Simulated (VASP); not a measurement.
# Ga3Sb2As in VASP: a series of runs

The runs below take Ga3Sb2As through single point, with PBE.

All numbers are computed with VASP 6.6.1; they aren't measurements. Logs are shortened: lines on timing, memory, paths and dates and some standing lists are left out, and cuts for length are marked.

## Step 1: The cell of the first run

Symmetry: P6_3mc, No. 186, hexagonal system. The conventional cell has a = 4.275 Å, b = 4.275 Å, c = 21.135 Å, α = 90.00°, β = 90.00°, γ = 120.00°. Ga (site symmetry 3m) has 1 As at 2.50 Å and 3 Sb at 2.65 Å within 3.3 Å. Within 3.5 Å of Ga (site symmetry 3m) lie 4 Sb at 2.65 to 2.69 Å. Within 3.4 Å of Ga (site symmetry 3m) lie 3 As at 2.58 Å and 1 Sb at 2.70 Å. Within 3.5 Å of Sb (site symmetry 3m) lie 4 Ga at 2.65 to 2.70 Å. Sb (site symmetry 3m) has 4 Ga at 2.65 to 2.69 Å within 3.5 Å. Within 3.3 Å of As (site symmetry 3m) lie 4 Ga at 2.50 to 2.58 Å.

## Step 2: Single point, PBE

INCAR reads:

```
PREC = Accurate
ENCUT = 520
EDIFF = 1E-7
ISMEAR = 0
SIGMA = 0.1
LREAL = False
LASPH = True
NELM = 60
ALGO = Normal
ISIF = 2
LWAVE = False
LCHARG = False
GGA = PE
NBANDS = 66
```

KPOINTS reads:

```
Automatic mesh
0
Gamma
  12 12 2
```

POSCAR reads:

```
Ga3Sb2As
1.0
    4.2753646265      0.0000000000      0.0000000000
   -2.1376823133      3.7025743770      0.0000000000
    0.0000000000      0.0000000000     21.1352142000
Ga Sb As
6 4 2
Direct
    0.3333333333      0.6666666667      0.3394110000
    0.3333333333      0.6666666667      0.6669320000
    0.3333333333      0.6666666667      0.9939140000
    0.6666666667      0.3333333333      0.1669320000
    0.6666666667      0.3333333333      0.4939140000
    0.6666666667      0.3333333333      0.8394110000
    0.3333333333      0.6666666667      0.1218400000
    0.3333333333      0.6666666667      0.7940080000
    0.6666666667      0.3333333333      0.2940080000
    0.6666666667      0.3333333333      0.6218400000
    0.3333333333      0.6666666667      0.4578950000
    0.6666666667      0.3333333333      0.9578950000
```

Potentials or basis: VASP PAW PBE potentials, release 64 (Ga_d, Sb, As).

Command:

```bash
$ cat potpaw_PBE.64/Ga_d/POTCAR potpaw_PBE.64/Sb/POTCAR potpaw_PBE.64/As/POTCAR > POTCAR
$ mpirun -np 1 vasp_std > vasp.out
```

OUTCAR:

```text
PREC = Accurate
   ENCUT = 520
   EDIFF = 1E-7
   ISMEAR = 0
   LREAL = False
   LASPH = True
   NELM = 60
   ISIF = 2
   GGA = PE

 ion  position               nearest neighbor table
   1  0.333  0.667  0.339-  11 2.50   9 2.65   9 2.65   9 2.65
   2  0.333  0.667  0.667-  10 2.65  10 2.65  10 2.65   8 2.69
   3  0.333  0.667  0.994-  12 2.58  12 2.58  12 2.58   7 2.70
   4  0.667  0.333  0.167-   7 2.65   7 2.65   7 2.65   9 2.69
   5  0.667  0.333  0.494-  11 2.58  11 2.58  11 2.58  10 2.70
   6  0.667  0.333  0.839-  12 2.50   8 2.65   8 2.65   8 2.65
   7  0.333  0.667  0.122-   4 2.65   4 2.65   4 2.65   3 2.70
   8  0.333  0.667  0.794-   6 2.65   6 2.65   6 2.65   2 2.69
   9  0.667  0.333  0.294-   1 2.65   1 2.65   1 2.65   4 2.69
  10  0.667  0.333  0.622-   2 2.65   2 2.65   2 2.65   5 2.70
  11  0.333  0.667  0.458-   1 2.50   5 2.58   5 2.58   5 2.58
  12  0.667  0.333  0.958-   6 2.50   3 2.58   3 2.58   3 2.58

  LATTYP: Found a hexagonal cell.
 ALAT       =     4.2753646265
 C/A-ratio  =     4.9434881107

  Lattice vectors:

 A1 = (   4.2753646265,   0.0000000000,   0.0000000000)
 A2 = (  -2.1376823133,   3.7025743770,   0.0000000000)
 A3 = (   0.0000000000,   0.0000000000,  21.1352142000)

Analysis of symmetry for initial positions (statically):
=====================================================================
 Subroutine PRICEL returns:
 Original cell was already a primitive cell.

 Routine SETGRP: Setting up the symmetry group for a
 hexagonal supercell.

 Subroutine GETGRP returns: Found 12 space group operations
 (whereof  6 operations were pure point group operations)
 out of a pool of 24 trial point group operations.

The static configuration has the point symmetry C_3v.
 The point group associated with its full space group is C_6v.

Analysis of symmetry for dynamics (positions and initial velocities):
=====================================================================
 Subroutine PRICEL returns:
 Original cell was already a primitive cell.

 Routine SETGRP: Setting up the symmetry group for a
 hexagonal supercell.

 Subroutine GETGRP returns: Found 12 space group operations
 (whereof  6 operations were pure point group operations)
 out of a pool of 24 trial point group operations.

The dynamic configuration has the point symmetry C_3v.
[... 129 lines left out ...]
   TEBEG  =    0.0;   TEEND  =   0.0 temperature during run
   PSTRESS=    0.0 pullay stress
   NELECT =     108.0000    total number of electrons
   NUPDOWN=      -1.0000    fix difference up-down
   EMIN   =  10.00;   EMAX   =-10.00  energy-range for DOS
   EFERMI =   0.00;   METHOD = LEGACY
   ISMEAR =     0;   SIGMA  =   0.10  broadening in eV -4-tet -1-fermi 0-gaus
   EFERMI_NEDOS =   21; number of points for ismear=-14 and -15
   IALGO  =     38    algorithm
   IMIX   =      4    mixing-type and parameters
     AMIX     =   0.40;   BMIX     =  1.00
     AMIX_MAG =   1.60;   BMIX_MAG =  1.00
  volume/ion in A,a.u.               =      27.88       188.15
  Fermi-wavevector in a.u.,A,eV,Ry     =   1.123022  2.122204 17.159370  1.261178
  Thomas-Fermi vector in A             =   2.259686
   LORBIT       =      0    0 simple, 1 ext, 2 COOP (PROOUT), +10 PAW based schemes
   GGA     = PE    functional components
   LHFCALC =     F    Hartree Fock is set to
   AEXX    =    0.0000 exact exchange contribution
   IVDW    =     0    specifies the selected vdW correction
   LEPSILON=     F    determine dielectric tensor
   LRPA    =     F    only Hartree local field effects (RPA)
 non-spin polarized calculation
 Gauss-broadening in eV      SIGMA  =   0.10
  energy-cutoff  :      520.00
  volume of cell :      334.57
 maximum number of plane-waves:      9072
 NGX is ok and might be reduce to    32
   NGX = 15   NGY = 15   NGZ = 79

 number of electron     108.0000037 magnetization

 Free energy of the ion-electron system (eV)
  ---------------------------------------------------
  ext. energy  EPLUGINS =         0.00000000
  ---------------------------------------------------
  free energy    TOTEN  =       -45.54638338 eV

  energy without entropy =      -45.54414326  energy(sigma->0) =      -45.54526332

 E-fermi :   4.3327     XC(G=0):  -9.0284

 val. band max:        4.2952529178   @ k =   0.0000   0.0000   0.5000
 cond. band min:       4.3863908708   @ k =   0.0000   0.0000   0.0000
 fundamental gap:      0.0911379530
 Fermi energy:         4.3327104154

 k-point     1 :       0.0000    0.0000    0.0000
  band No.  band energies     occupation
      1     -10.9341      2.00000
      2     -10.9341      2.00000
      3     -10.9041      2.00000
      4     -10.9041      2.00000
      5     -10.9041      2.00000
      6     -10.9041      2.00000
[... 1645 lines left out ...]
     65       8.3617      0.00000
     66       8.3640      0.00000

 [... further k-points ...]

------------------------ aborting loop because EDIFF is reached ----------------------------------------

  FORCE on cell =-STRESS in cart. coord.  units (eV):
  Direction    XX          YY          ZZ          XY          YZ          ZX
  --------------------------------------------------------------------------------------
  -------------------------------------------------------------------------------------
  Total        0.2072546      0.2072546      0.2416204     -0.0000000      0.0000000      0.0000000
  in kB        0.9925017      0.9925017      1.1570727     -0.0000000      0.0000000      0.0000000
  external PRESSURE =       1.0473587 kB  Pullay stress =       0.0000000 kB

 VOLUME and BASIS-vectors are now :
 -----------------------------------------------------------------------------
  energy-cutoff  :      520.00
  volume of cell :      334.57
      direct lattice vectors                 reciprocal lattice vectors
     4.275364627  0.000000000  0.000000000     0.233898179  0.135041177  0.000000000
    -2.137682313  3.702574377  0.000000000     0.000000000  0.270082353  0.000000000
     0.000000000  0.000000000 21.135214200     0.000000000  0.000000000  0.047314401

 POSITION                                       TOTAL-FORCE (eV/Angst)
 -----------------------------------------------------------------------------------
     -0.00000      2.46838      7.17352         0.000000     -0.000000     -0.007698
     -0.00000      2.46838     14.09575        -0.000000     -0.000000      0.000467
     -0.00000      2.46838     21.00659        -0.000000      0.000000      0.003653
      2.13768      1.23419      3.52814         0.000000      0.000000      0.000467
      2.13768      1.23419     10.43898         0.000000     -0.000000      0.003653
      2.13768      1.23419     17.74113        -0.000000      0.000000     -0.007698
     -0.00000      2.46838      2.57511         0.000000     -0.000000     -0.001635
     -0.00000      2.46838     16.78153        -0.000000      0.000000     -0.000673
      2.13768      1.23419      6.21392        -0.000000      0.000000     -0.000673
      2.13768      1.23419     13.14272        -0.000000      0.000000     -0.001635
     -0.00000      2.46838      9.67771         0.000000      0.000000      0.005886
      2.13768      1.23419     20.24532        -0.000000     -0.000000      0.005886
 -----------------------------------------------------------------------------------
    total drift:                               -0.000001     -0.000001     -0.001220

  FREE ENERGIE OF THE ION-ELECTRON SYSTEM (eV)
  ---------------------------------------------------
  free  energy   TOTEN  =       -45.5463833796 eV

  energy  without entropy=      -45.5441432628  energy(sigma->0) =      -45.54526332
```

OSZICAR:

```text
N       E                     dE             d eps       ncg     rms          rms(c)
DAV:   1     0.988919794559E+03    0.98892E+03   -0.46399E+04  5418   0.212E+03
DAV:   2     0.131179891244E+03   -0.85774E+03   -0.82932E+03  5360   0.594E+02
DAV:   3    -0.333179846500E+02   -0.16450E+03   -0.15705E+03  5982   0.181E+02
DAV:   4    -0.454875636617E+02   -0.12170E+02   -0.11977E+02  5962   0.488E+01
DAV:   5    -0.460486689467E+02   -0.56111E+00   -0.55942E+00  6656   0.105E+01    0.741E+00
DAV:   6    -0.456103426028E+02    0.43833E+00   -0.94968E-01  6970   0.796E+00    0.439E+00
DAV:   7    -0.455430960203E+02    0.67247E-01   -0.61370E-01  5878   0.379E+00    0.732E-01
DAV:   8    -0.455412950243E+02    0.18010E-02   -0.11429E-01  6184   0.323E+00    0.215E-01
DAV:   9    -0.455447590659E+02   -0.34640E-02   -0.18366E-02  5824   0.884E-01    0.118E-01
DAV:  10    -0.455456722113E+02   -0.91315E-03   -0.24777E-03  6740   0.335E-01    0.827E-02
DAV:  11    -0.455463382518E+02   -0.66604E-03   -0.11135E-03  5500   0.204E-01    0.168E-02
DAV:  12    -0.455463575057E+02   -0.19254E-04   -0.12578E-04  6408   0.145E-01    0.145E-02
DAV:  13    -0.455463691712E+02   -0.11666E-04   -0.41792E-05  6960   0.352E-02    0.794E-03
DAV:  14    -0.455463819495E+02   -0.12778E-04   -0.24045E-05  5488   0.184E-02    0.284E-03
DAV:  15    -0.455463830608E+02   -0.11113E-05   -0.23334E-06  6520   0.125E-02    0.310E-03
DAV:  16    -0.455463832160E+02   -0.15522E-06   -0.26988E-07  4352   0.408E-03    0.117E-03
DAV:  17    -0.455463833581E+02   -0.14208E-06   -0.29208E-07  4460   0.489E-03    0.466E-04
DAV:  18    -0.455463833796E+02   -0.21464E-07   -0.35420E-08  3270   0.116E-03
   1 F= -.45546383E+02 E0= -.45545263E+02  d E =-.224012E-02
```

Wall time 13 min (1 thread of Intel Xeon Platinum 8488C (Sapphire Rapids), shared host); peak memory 0.85 GiB.

What came out:

| Property | Result |
| --- | --- |
| Free energy | -45.5464 eV |
| Pressure | 0.1 GPa |
| Largest force | 0.008 eV/Å |
| Band gap on the k mesh | zero (filled and empty bands touch) |

Forces on the atoms (eV/Å):
```
Ga   0.000  0.000 -0.008
Ga   0.000  0.000  0.000
Ga   0.000  0.000  0.004
Ga   0.000  0.000  0.000
Ga   0.000  0.000  0.004
Ga   0.000  0.000 -0.008
Sb   0.000  0.000 -0.002
Sb   0.000  0.000 -0.001
Sb   0.000  0.000 -0.001
Sb   0.000  0.000 -0.002
As   0.000  0.000  0.006
As   0.000  0.000  0.006
```

Levels at points of the mesh, in eV from the Fermi level:
```tsv
k point	band 50	band 51	band 52	band 53	band 54	band 55	band 56	band 57	band 58	band 59
(0.00, 0.00, 0.00)	-0.52	-0.33	-0.20	-0.16	-0.16	0.05	0.05	0.55	0.89	1.04
(0.50, 0.00, 0.00)	-1.94	-1.77	-1.68	-1.49	-1.18	0.42	0.67	0.80	0.96	1.19
(0.00, 0.00, 0.50)	-0.65	-0.19	-0.19	-0.04	-0.04	-0.04	-0.04	0.86	0.86	1.24
(0.50, 0.00, 0.50)	-2.04	-1.98	-1.98	-1.30	-1.30	0.63	0.63	0.98	0.98	1.23
```

Caveat: semilocal functionals underestimate gaps, and a narrow one can read as zero; spin-orbit coupling is left out, which moves the levels of the heavy elements.

## Step 3: Single point, PBE

INCAR reads:

```
SYSTEM = Ga3Sb2As
PREC = Accurate ; ENCUT = 520
EDIFF = 1E-6 ; ISMEAR = 0
SIGMA = 0.2 ; LREAL = .FALSE.
LASPH = .TRUE. ; NELM = 60
ALGO = Normal ; ISIF = 2
LWAVE = .FALSE. ; LCHARG = .TRUE.
GGA = PE ; LELF = .TRUE.
LVHAR = .TRUE. ; NBANDS = 66
```

KPOINTS reads:

```
regular mesh
0
G
  6 6 1
  0 0 0
```

POSCAR reads:

```
Ga3Sb2As
1.0
    4.2794852692      0.0006270192      0.0001708965
   -2.1391840119      3.7061002142      0.0002955887
    0.0005602747      0.0016005519     21.1193698192
Ga Sb As
6 4 2
Direct
    0.3341820135      0.6675021192      0.3397319065
    0.3332665549      0.6667072875      0.6669302424
    0.3337378484      0.6665259511      0.9934771921
    0.6659772476      0.3328899720      0.1669333745
    0.6660353445      0.3333712273      0.4935022258
    0.6667313209      0.3329172217      0.8397060448
    0.3326486241      0.6662842997      0.1216446954
    0.3333494978      0.6663185938      0.7939701002
    0.6675661567      0.3341263688      0.2939872594
    0.6666628538      0.3333808754      0.6216509413
    0.3327394535      0.6667709207      0.4582455043
    0.6671030841      0.3332051626      0.9582205134
```

Potentials or basis: VASP PAW PBE potentials, release 64 (Ga_d, Sb, As).

Command:

```bash
$ cat potpaw_PBE.64/Ga_d/POTCAR potpaw_PBE.64/Sb/POTCAR potpaw_PBE.64/As/POTCAR > POTCAR
$ mpirun -np 1 vasp_std > vasp.out
```

It took 14 min on 1 thread of AMD EPYC 7R13, shared host; peak memory 0.6 GiB.

Results (log left out):

```yaml
Free_energy: -45.4753 eV
Pressure: 0.1 GPa
Largest_force: 0.005 eV/Å
Band_gap_on_the_k_mesh: 0.22 eV
```

Forces in eV/Å, atoms in the order of the input:
```
Ga  -0.001 -0.002  0.001
Ga   0.001 -0.001  0.002
Ga  -0.001  0.000 -0.001
Ga   0.001  0.001  0.003
Ga   0.001  0.000 -0.002
Ga   0.000  0.001  0.002
Sb   0.001  0.000 -0.003
Sb  -0.001  0.000 -0.003
Sb  -0.002 -0.001 -0.004
Sb   0.000  0.000 -0.002
As   0.002  0.001  0.004
As   0.000 -0.001  0.004
```

Levels at points of the mesh, in eV from the valence-band top:
```tsv
k point	band 52	band 53	band 54	band 55	band 56	band 57
(0.00, 0.00, 0.00)	-0.04	0.00	0.00	0.22	0.22	0.69
(0.50, 0.00, 0.00)	-1.50	-1.32	-1.01	0.60	0.85	0.97
(0.00, 0.50, 0.00)	-1.50	-1.32	-1.01	0.60	0.85	0.97
(0.50, 0.50, 0.00)	-1.50	-1.32	-1.01	0.60	0.84	0.97
```

Caveat: semilocal functionals underestimate gaps, and a narrow one can read as zero; spin-orbit coupling is left out, which moves the levels of the heavy elements.

The gap in the log of VASP goes by the Fermi energy; the results here count the filled bands.